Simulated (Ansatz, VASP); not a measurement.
## One calculation of N, two programs

```
CELL_PARAMETERS angstrom
9.00000 0.00000 0.00000
0.00000 9.50000 0.00000
0.00000 0.00000 10.00000
ATOMIC_POSITIONS crystal
N 0.50000 0.50000 0.44536
N 0.50000 0.50000 0.55464
```

Alike in both runs: functional r2SCAN; k mesh 1 × 1 × 1; occupations fermi-dirac, width 0.02 eV; no spin polarisation.

Ansatz relaxed the structure, and its values are those at the end. VASP's run is a single point on that final structure, the one shown.

```csv
,VASP,Ansatz
version,VASP 6.6.1,Ansatz 0.2.0
potentials or method,"VASP PAW PBE potentials, release 64 (N_h), cutoff 1080 eV","plane waves, PAW"
valence electrons in the cell,10,10
```

Ansatz gave:

* rms of the force components (eV/Å): 0.000

Problem. Which values does VASP return?

Solution. rms of the force components (eV/Å): 0.030.

VASP's potentials were made for PBE, not for r2SCAN. Ansatz's warnings: stress scf threshold loose.
